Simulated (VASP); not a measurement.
Input of a VASP 6.6.1 run:

INCAR

```
PREC     = Accurate       # precision mode
ENCUT    = 520            # plane-wave cutoff, eV
EDIFF    = 1E-6           # SCF threshold, eV
ISMEAR   = 0              # smearing method
SIGMA    = 0.05           # smearing width, eV
LREAL    = F              # projectors in reciprocal space
LASPH    = T              # aspherical terms in the spheres
NELM     = 80             # most SCF steps
ALGO     = Normal         # electronic algorithm
ISIF     = 2              # what is computed and relaxed
LWAVE    = F              # write WAVECAR
LCHARG   = F              # write CHGCAR
GGA      = PS             # functional
NBANDS   = 36             # bands
```

The input KPOINTS:

```
regular mesh
0
Gamma
  12 12 2
```

The input POSCAR:

```
BAs
1.0
    3.3713973132      0.0000000000      0.0000000000
   -1.6856986566      2.9197157195      0.0000000000
    0.0000000000      0.0000000000     16.5164062750
B As
6 6
Direct
    0.0000000000      0.0000000000      0.0000000000
    0.3333333333      0.6666666667      0.1666666667
    0.6666666667      0.3333333333      0.3333333333
    0.6666666667      0.3333333333      0.7083333333
    0.3333333333      0.6666666667      0.5416666667
    0.0000000000      0.0000000000      0.8750000000
    0.6666666667      0.3333333333      0.2083333333
    0.3333333333      0.6666666667      0.0416666667
    0.0000000000      0.0000000000      0.3750000000
    0.0000000000      0.0000000000      0.5000000000
    0.3333333333      0.6666666667      0.6666666667
    0.6666666667      0.3333333333      0.8333333333
```

Potentials or basis: VASP PAW PBE potentials, release 64 (B, As).

The run is started by

```sh
$ cat potpaw_PBE.64/B/POTCAR potpaw_PBE.64/As/POTCAR > POTCAR
$ mpirun -np 1 vasp_std > vasp.out
```

Question: What does it give for the largest force?

Answer: 7.112 eV/Å.

Question: What does it give for the band gap on the k mesh?

Answer: Zero (bands 24 and 25 overlap by 0.28 eV).

Question: Estimate the pressure.

Answer: 4.2 GPa.

Forces in eV/Å, atoms in the order of the input:
```
B    0.000  0.000 -2.008
B    0.000  0.000  0.262
B    0.000  0.000  0.165
B    0.000  0.000 -0.262
B    0.000  0.000 -0.165
B    0.000  0.000  2.008
As   0.000  0.000 -0.246
As   0.000  0.000 -0.525
As   0.000  0.000 -7.112
As   0.000  0.000  7.112
As   0.000  0.000  0.246
As   0.000  0.000  0.525
```

Caveat: the PAW data sets were made with another functional, which shifts forces and pressure a little.
